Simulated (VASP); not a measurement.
# MnS (F-43m) in VASP: further runs

MnS is run at these levels: PBE; tasks: single point.

All numbers are computed with VASP 6.6.1; they aren't measurements. Logs are shortened: lines on timing, memory, paths and dates and some standing lists are left out, and cuts for length are marked.

## Step 1: The cell of the first run

It takes space group F-43m (No. 216, cubic). The conventional cell has a = 5.645 Å, b = 5.645 Å, c = 5.645 Å, α = 90.00°, β = 90.00°, γ = 90.00°. Mn (site symmetry -43m) has 4 S at 2.44 Å within 3.2 Å. S (site symmetry -43m) has 4 Mn at 2.44 Å within 3.2 Å.

## Step 2: Single point, PBE

File INCAR:

```
SYSTEM = MnS
PREC = Accurate ; ENCUT = 500
EDIFF = 1E-6 ; ISMEAR = 0
SIGMA = 0.05 ; LREAL = .FALSE.
LASPH = .TRUE. ; NELM = 120
ALGO = Normal ; ISIF = 2
LWAVE = .FALSE. ; LCHARG = .FALSE.
GGA = PE ; NBANDS = 16
GGA_COMPAT = .FALSE.
```

File KPOINTS:

```
Automatic mesh
0
G
  10 10 10
  0 0 0
```

File POSCAR:

```
MnS
1.0
    0.0000000000      2.8223248431      2.8223248431
    2.8223248431      0.0000000000      2.8223248431
    2.8223248431      2.8223248431      0.0000000000
Mn S
1 1
Direct
    0.0000000000      0.0000000000      0.0000000000
    0.2500000000      0.2500000000      0.2500000000
```

Potentials or basis: VASP PAW PBE potentials, release 64 (Mn_pv, S).

Launch:

```console
$ cat potpaw_PBE.64/Mn_pv/POTCAR potpaw_PBE.64/S/POTCAR > POTCAR
$ mpirun -np 1 vasp_std > vasp.out
```

OUTCAR:

```text
SYSTEM = MnS
   PREC = Accurate
   ENCUT = 500
   EDIFF = 1E-6
   ISMEAR = 0
   LREAL = .FALSE.
   LASPH = .TRUE.
   NELM = 120
   ISIF = 2
   GGA = PE

 ion  position               nearest neighbor table
   1  0.000  0.000  0.000-   2 2.44   2 2.44   2 2.44   2 2.44
   2  0.250  0.250  0.250-   1 2.44   1 2.44   1 2.44   1 2.44

  LATTYP: Found a face centered cubic cell.
 ALAT       =     5.6446496862

  Lattice vectors:

 A1 = (   0.0000000000,   2.8223248431,   2.8223248431)
 A2 = (   2.8223248431,   0.0000000000,   2.8223248431)
 A3 = (   2.8223248431,   2.8223248431,   0.0000000000)

Analysis of symmetry for initial positions (statically):
=====================================================================
 Subroutine PRICEL returns:
 Original cell was already a primitive cell.

 Routine SETGRP: Setting up the symmetry group for a
 face centered cubic supercell.

 Subroutine GETGRP returns: Found 24 space group operations
 (whereof 24 operations were pure point group operations)
 out of a pool of 48 trial point group operations.

The static configuration has the point symmetry T_d .

Analysis of symmetry for dynamics (positions and initial velocities):
=====================================================================
 Subroutine PRICEL returns:
 Original cell was already a primitive cell.

 Routine SETGRP: Setting up the symmetry group for a
 face centered cubic supercell.

 Subroutine GETGRP returns: Found 24 space group operations
 (whereof 24 operations were pure point group operations)
 out of a pool of 48 trial point group operations.

The dynamic configuration has the point symmetry T_d .

 Subroutine INISYM returns: Found 24 space group operations
 (whereof 24 operations are pure point group operations),
 and found     1 'primitive' translations

----------------------------------------------------------------------------------------

                                     Primitive cell

  volume of cell :      44.9626

  direct lattice vectors                    reciprocal lattice vectors
     0.000000000  2.822324843  2.822324843    -0.177158913  0.177158913  0.177158913
     2.822324843  0.000000000  2.822324843     0.177158913 -0.177158913  0.177158913
     2.822324843  2.822324843  0.000000000     0.177158913  0.177158913 -0.177158913

  length of vectors
     3.991370071  3.991370071  3.991370071     0.306848238  0.306848238  0.306848238

  position of ions in fractional coordinates (direct lattice)
     0.000000000  0.000000000  0.000000000
     0.250000000  0.250000000  0.250000000

  ion indices of the primitive-cell ions
   primitive index   ion index
                 1           1
                 2           2

----------------------------------------------------------------------------------------

 KPOINTS: Automatic mesh

Automatic generation of k-mesh.
 Grid dimensions read from file:
 generate k-points for:   10   10   10

 Generating k-lattice:

  Cartesian coordinates                     Fractional coordinates (reciprocal lattice)
    -0.017715891  0.017715891  0.017715891     0.100000000  0.000000000  0.000000000
     0.017715891 -0.017715891  0.017715891     0.000000000  0.100000000  0.000000000
     0.017715891  0.017715891 -0.017715891     0.000000000  0.000000000  0.100000000

  Length of vectors
     0.030684824  0.030684824  0.030684824

  Shift w.r.t. Gamma in fractional coordinates (k-lattice)
     0.000000000  0.000000000  0.000000000

 Subroutine IBZKPT returns following result:
 ===========================================

 Found     47 irreducible k-points:

 Following reciprocal coordinates:
            Coordinates               Weight
  0.000000  0.000000  0.000000      1.000000
  0.100000  0.000000  0.000000      8.000000
  0.200000  0.000000  0.000000      8.000000
  0.300000  0.000000  0.000000      8.000000
  0.400000  0.000000  0.000000      8.000000
  0.500000  0.000000  0.000000      4.000000
[... 16 lines left out ...]
  0.300000  0.300000  0.000000      6.000000
  0.400000  0.300000  0.000000     24.000000
 [... further k-points ...]
   k-points           NKPTS =     47   k-points in BZ     NKDIM =     47   number of bands    NBANDS=     16
   number of dos      NEDOS =    301   number of ions     NIONS =      2
   total plane-waves  NPLWV =  27000
   dimension x,y,z NGX =    30 NGY =   30 NGZ =   30
   dimension x,y,z NGXF=    60 NGYF=   60 NGZF=   60
   ions per type =               1   1
   NGX,Y,Z   is equivalent  to a cutoff of  12.50, 12.50, 12.50 a.u.
   NGXF,Y,Z  is equivalent  to a cutoff of  24.99, 24.99, 24.99 a.u.
 SYSTEM =  MnS
   PREC   = accura    normal or accurate (medium, high low for compatibility)
   ISTART =      0    job   : 0-new  1-cont  2-samecut
   ICHARG =      2    charge: 1-file 2-atom 10-const
   ISPIN  =      1    spin polarized calculation?
   LNONCOLLINEAR =      F non collinear calculations
   LSORBIT =      F    spin-orbit coupling
   LASPH  =      T    aspherical Exc in radial PAW
   ENCUT  =  500.0 eV  36.75 Ry    6.06 a.u.   7.28  7.28  7.28*2*pi/ulx,y,z
   NELM   =    120;   NELMIN=  2; NELMDL= -5     # of ELM steps
   EDIFF  = 0.1E-05   stopping-criterion for ELM
   LREAL  =      F    real-space projection
   EDIFFG = 0.1E-04   stopping-criterion for IOM
   NSW    =      0    number of steps for IOM
   IBRION =     -1    ionic relax: 0-MD 1-quasi-New 2-CG
   NFREE  =      0    steps in history (QN), initial steepest desc. (CG)
   ISIF   =      2    stress and relaxation
   ISYM   =      2    0-nonsym 1-usesym 2-fastsym
   POTIM  = 0.5000    time-step for ionic-motion
   TEBEG  =    0.0;   TEEND  =   0.0 temperature during run
   PSTRESS=    0.0 pullay stress
   NELECT =      19.0000    total number of electrons
   NUPDOWN=      -1.0000    fix difference up-down
   EMIN   =  10.00;   EMAX   =-10.00  energy-range for DOS
   EFERMI =   0.00;   METHOD = LEGACY
   ISMEAR =     0;   SIGMA  =   0.05  broadening in eV -4-tet -1-fermi 0-gaus
   EFERMI_NEDOS =   21; number of points for ismear=-14 and -15
   IALGO  =     38    algorithm
   IMIX   =      4    mixing-type and parameters
     AMIX     =   0.40;   BMIX     =  1.00
     AMIX_MAG =   1.60;   BMIX_MAG =  1.00
  volume/ion in A,a.u.               =      22.48       151.71
  Fermi-wavevector in a.u.,A,eV,Ry     =   1.228502  2.321531 20.534130  1.509216
  Thomas-Fermi vector in A             =   2.363425
   LORBIT       =      0    0 simple, 1 ext, 2 COOP (PROOUT), +10 PAW based schemes
   GGA     = PE    functional components
   LHFCALC =     F    Hartree Fock is set to
   AEXX    =    0.0000 exact exchange contribution
   IVDW    =     0    specifies the selected vdW correction
   LEPSILON=     F    determine dielectric tensor
   LRPA    =     F    only Hartree local field effects (RPA)
 non-spin polarized calculation
 Gauss-broadening in eV      SIGMA  =   0.05
  energy-cutoff  :      500.00
  volume of cell :       44.96
 maximum number of plane-waves:      1159
 NGX is ok and might be reduce to    30
   NGX = 15   NGY = 15   NGZ = 15

 number of electron      18.9999997 magnetization

 Free energy of the ion-electron system (eV)
  ---------------------------------------------------
  ext. energy  EPLUGINS =         0.00000000
  ---------------------------------------------------
  free energy    TOTEN  =       -12.35787398 eV

  energy without entropy =      -12.35201340  energy(sigma->0) =      -12.35494369

 E-fermi :   3.5725     XC(G=0):  -9.3139

 val. band max:        3.5714673239   @ k =  -0.3000   0.3000   0.1000
 cond. band min:       3.5736794891   @ k =   0.5000   0.3000   0.1000
 fundamental gap:      0.0022121652
 Fermi energy:         3.5724585335

 k-point     1 :       0.0000    0.0000    0.0000
  band No.  band energies     occupation
      1     -44.1081      2.00000
      2     -44.1081      2.00000
      3     -44.1081      2.00000
      4      -9.8789      2.00000
      5       0.1701      2.00000
      6       0.1701      2.00000
[... 8 lines left out ...]
     15      10.4862      0.00000
     16      10.4862      0.00000

 k-point     2 :       0.1000    0.0000    0.0000
  band No.  band energies     occupation
      1     -44.1085      2.00000
      2     -44.1081      2.00000
      3     -44.1081      2.00000
      4      -9.8286      2.00000
      5      -0.0038      2.00000
      6       0.1846      2.00000
[... 8 lines left out ...]
     15      10.6317      0.00000
     16      10.6317      0.00000

 k-point     3 :       0.2000    0.0000    0.0000
  band No.  band energies     occupation
      1     -44.1093      2.00000
      2     -44.1083      2.00000
      3     -44.1083      2.00000
      4      -9.6925      2.00000
      5      -0.4145      2.00000
      6       0.2202      2.00000
[... 8 lines left out ...]
     15      10.9263      0.00000
     16      10.9263      0.00000

 k-point     4 :       0.3000    0.0000    0.0000
  band No.  band energies     occupation
      1     -44.1104      2.00000
      2     -44.1085      2.00000
      3     -44.1085      2.00000
      4      -9.5144      2.00000
      5      -0.8649      2.00000
      6       0.2590      2.00000
[... 8 lines left out ...]
     15      11.0632      0.00000
     16      11.0632      0.00000
[... 324 lines left out ...]
 k-point    22 :      -0.2000    0.2000    0.0000
  band No.  band energies     occupation
      1     -44.1103      2.00000
      2     -44.1091      2.00000
      3     -44.1085      2.00000
      4      -9.4544      2.00000
      5      -0.7784      2.00000
      6       0.0165      2.00000
[... 8 lines left out ...]
     15      10.3510      0.00000
     16      11.3669      0.00000

 k-point    23 :       0.3000    0.3000    0.0000
  band No.  band energies     occupation
      1     -44.1104      2.00000
      2     -44.1090      2.00000
      3     -44.1090      2.00000
      4      -9.3953      2.00000
      5      -0.9242      2.00000
      6       0.2593      2.00000
[... 8 lines left out ...]
     15      12.0794      0.00000
     16      12.7287      0.00000

 k-point    24 :       0.4000    0.3000    0.0000
  band No.  band energies     occupation
      1     -44.1109      2.00000
      2     -44.1093      2.00000
      3     -44.1092      2.00000
      4      -9.2753      2.00000
      5      -1.0697      2.00000
      6       0.2089      2.00000
[... 8 lines left out ...]
     15      11.8508      0.00000
     16      13.0682      0.00000

 [... further k-points ...]
[... 5 lines left out ...]
  --------------------------------------------------------------------------------------
  -------------------------------------------------------------------------------------
  Total       -5.9433735     -5.9433735     -5.9433735      0.0000000      0.0000000      0.0000000
  in kB     -211.7837406   -211.7837406   -211.7837406      0.0000000      0.0000000      0.0000000
  external PRESSURE =    -211.7837406 kB  Pullay stress =       0.0000000 kB

 VOLUME and BASIS-vectors are now :
 -----------------------------------------------------------------------------
  energy-cutoff  :      500.00
  volume of cell :       44.96
      direct lattice vectors                 reciprocal lattice vectors
     0.000000000  2.822324843  2.822324843    -0.177158913  0.177158913  0.177158913
     2.822324843  0.000000000  2.822324843     0.177158913 -0.177158913  0.177158913
     2.822324843  2.822324843  0.000000000     0.177158913  0.177158913 -0.177158913

 POSITION                                       TOTAL-FORCE (eV/Angst)
 -----------------------------------------------------------------------------------
      0.00000      0.00000      0.00000         0.000000     -0.000000      0.000000
      1.41116      1.41116      1.41116        -0.000000      0.000000     -0.000000
 -----------------------------------------------------------------------------------
    total drift:                               -0.000000     -0.000000     -0.000000

  FREE ENERGIE OF THE ION-ELECTRON SYSTEM (eV)
  ---------------------------------------------------
  free  energy   TOTEN  =       -12.3578739821 eV

  energy  without entropy=      -12.3520133979  energy(sigma->0) =      -12.35494369
```

It took 19 s on 1 thread of AMD EPYC 9R14 (Zen 4), shared host; peak memory 0.15 GiB.

What came out:

```
Free energy            : -12.3579 eV
Pressure               : -21.2 GPa
Band gap on the k mesh : zero (an odd number of electrons rules out a gap without spin polarisation)
```

Caveat: the cell stands under tension; the run has no spin polarisation, though such a crystal can be magnetic; semilocal functionals often make such compounds metallic where correlation or magnetic order opens a gap, which also shifts bond lengths.

## Step 3: Single point, PBE, collinear spin, ferromagnetic start (22.48 Å³/atom)

File INCAR:

```
PREC = Accurate
ENCUT = 500
EDIFF = 1E-6
ISMEAR = 0
SIGMA = 0.05
LREAL = False
LASPH = True
NELM = 200
ALGO = Normal
ISIF = 2
LWAVE = False
LCHARG = False
ISPIN = 2
MAGMOM = 4.62 0
LORBIT = 11
LMAXMIX = 4
GGA = PE
NBANDS = 20
GGA_COMPAT = False
```

File KPOINTS:

```
Automatic mesh
0
Gamma
  10 10 10
```

POSCAR is that of step 2.

Potentials or basis: VASP PAW PBE potentials, release 64 (Mn_pv, S).

Launch:

```console
$ cat potpaw_PBE.64/Mn_pv/POTCAR potpaw_PBE.64/S/POTCAR > POTCAR
$ mpirun -np 1 vasp_std > vasp.out
```

It took 52 s on 1 thread of AMD EPYC 9R14 (Zen 4), shared host; peak memory 0.19 GiB.

The run converged. Its results:

```
Free energy                                           : -14.0854 eV
Pressure                                              : 0.0 GPa
Band gap on the k mesh                                : zero (filled and empty bands overlap)
Net moment                                            : 4.97 μB per cell
Site moments                                          : Mn +4.37; S +0.09 μB
Valence electrons inside the program's atomic spheres : Mn 11.35; S 3.76
```

Levels at points of the mesh, in eV from the Fermi level:
Spin up:
```
           k point  band 8  band 9  band 10  band 11  band 12  band 13  band 14  band 15  band 16  band 17
(0.00, 0.00, 0.00)   -3.27   -3.27     0.10     0.10     0.10     0.81     5.74     5.74     5.74    10.52
(0.50, 0.00, 0.00)   -3.17   -3.17    -2.98    -0.88    -0.88     2.80     6.16     6.16     6.67    10.76
(0.50, 0.50, 0.00)   -3.26   -3.07    -2.79    -2.23    -2.23     2.65     4.20     8.85    10.46    10.46
```
Spin down:
```csv
k point,band 4,band 5,band 6,band 7,band 8,band 9,band 10,band 11
"(0.00, 0.00, 0.00)",-13.53,-3.28,-3.28,-3.28,0.80,0.80,1.85,2.91
"(0.50, 0.00, 0.00)",-12.92,-5.09,-3.21,-3.21,0.86,0.92,0.92,1.98
"(0.50, 0.50, 0.00)",-12.73,-5.01,-3.32,-3.32,0.02,0.82,1.21,1.27
```

Caveat: a cell with one magnetic atom can't hold antiferromagnetic order, which such compounds often take; semilocal functionals often make such compounds metallic where correlation or magnetic order opens a gap, which also shifts bond lengths.
